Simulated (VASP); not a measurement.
# Ga2AsP: G0W0 quasiparticle levels with r2SCAN

The system is Ga2AsP.

```
P Ga As
1.0
     3.93133    0.00000    0.00000
     0.00000    3.93133    0.00000
     0.00000    0.00000    5.55318
P Ga As
1 2 1
Direct
  0.00000 0.00000 0.00000
  0.00000 0.50000 0.75853
  0.50000 0.00000 0.24147
  0.50000 0.50000 0.50000
```

* Program: VASP 6.6.1
* Task: G0W0 quasiparticle levels
* Functional: r2SCAN
* Potentials or basis: VASP PAW PBE potentials, release 64 (P_GW, Ga_d_GW, As_GW)
* Cutoff: 500 eV
* k mesh: 4 × 4 × 4
* Occupations: gaussian, width 0.01 eV
* Spin: no spin polarisation
* Dipole correction: no
* GW scheme: G0W0
* GW iterations: 1
* Cutoff of the response function: 180
* Frequency points: 48
* Empty bands: 470
* Further INCAR settings: ALGO = EVGW0; EDIFF = 1e-08; NBANDS = 488

```
Quasiparticle gap                                   : 1.91 eV
Least direct quasiparticle gap                      : 2.08 eV
Band gap of the starting levels on the mesh         : 1.54 eV
Least direct gap of the starting levels on the mesh : 1.55 eV
```

It took 66 min on 1 thread of Intel(R) Xeon(R) Platinum 8559C (Emerald Rapids) (shared host), peak memory 2.1 GiB.

Caveat: the k points lie up to 0.40 Å⁻¹ apart; bands, screening cutoff and mesh are small and nothing is extrapolated, so the quasiparticle values aren't converged.
